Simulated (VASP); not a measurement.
Runs of VASP 6.6.1 on Ti. The structure is that of space group Im-3m (No. 229), or close to it. The cells are those of the table. This isn't the form of Ti at room conditions, which is hcp.

```tsv
task	cell	gap on the mesh (eV)	pressure (GPa)
single point	a = 2.650 Å, angles 109.5°, 1 atom	none	(a)
relaxation of cell and atoms	relaxed to 20 GPa from a = 2.841 Å, angles 109.5°, 1 atom	none	19.8
relaxation of cell and atoms	relaxed to 60 GPa from a = 2.841 Å, angles 109.5°, 1 atom	none	59.8
relaxation of cell and atoms	relaxed to 40 GPa from a = 2.841 Å, angles 109.5°, 1 atom	none	40.2
single point	a = 2.561 Å, angles 109.5°, 1 atom	none	39.1
```

Alike in all rows: level PBEsol; potentials or basis VASP PAW PBE potentials, release 64 (Ti_sv); no spin polarisation; k mesh 11 × 11 × 11; cutoff (eV) 500; smearing methfessel-paxton 0.1 eV.

Task: Fill in the values left out.

Result: (a) 19.6.

Caveats: the PAW data sets were made with another functional, which shifts forces and pressure a little; the cell is relaxed towards a set pressure, so the run minimises the enthalpy, not the energy (at least some runs); the cell stands under pressure (at least some runs).

A gap of «none» marks levels without a gap at the run's occupations.
